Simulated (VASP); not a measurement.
Set up this calculation in VASP 6.6.1, as the native input.

```
Task                   : single point
Functional             : PBEsol
Potentials or basis    : VASP PAW PBE potentials, release 64 (Sr_sv, O)
Cutoff                 : 520 eV
k mesh                 : 9 × 9 × 6
Occupations            : gaussian, width 0.02 eV
Spin                   : no spin polarisation
Dipole correction      : no
Further INCAR settings : ALGO = Normal; EDIFF = 1e-06; NBANDS = 24
```

The structure of SrO lies in POSCAR:

```
SrO
1.0
    4.2043652616      0.0000000000      0.0000000000
   -2.1021826308      3.6410871233      0.0000000000
    0.0000000000      0.0000000000      5.3791931447
Sr O
2 2
Direct
    0.3333333300      0.6666666700      0.9090330950
    0.6666666700      0.3333333300      0.4090330950
    0.3333333300      0.6666666700      0.4659669050
    0.6666666700      0.3333333300      0.9659669050
```

This cell differs from its parent crystal: strained.

These files were run (other wordings do the same):

INCAR

```
SYSTEM = SrO
PREC = Accurate
ENCUT = 520
EDIFF = 1E-6
ISMEAR = 0
SIGMA = 0.02
LREAL = .False.
LASPH = .True.
NELM = 80
ALGO = Normal
ISIF = 2
LWAVE = .False.
LCHARG = .True.
GGA = PS
LELF = .True.
LVHAR = .True.
NBANDS = 24
```

KPOINTS

```
Automatic mesh
0
Gamma
  9 9 6
  0 0 0
```

Potentials or basis: VASP PAW PBE potentials, release 64 (Sr_sv, O).

Launch:

```bash
$ cat potpaw_PBE.64/Sr_sv/POTCAR potpaw_PBE.64/O/POTCAR > POTCAR
$ mpirun -np 1 vasp_std > vasp.out
```

Results of the run:

| Property | Result |
| --- | --- |
| Pressure | -0.5 GPa |
| Largest force | 0.409 eV/Å |
| Band gap on the k mesh | 2.77 eV |

Caveat: the cell differs from its parent crystal (strained); the PAW data sets were made with another functional, which shifts forces and pressure a little; an odd mesh through Γ misses points on the zone boundary, where band edges can lie.

Run time: 49 s on 1 thread of Intel(R) Xeon(R) Platinum 8488C (Sapphire Rapids), on a shared host, peak memory 0.24 GiB.
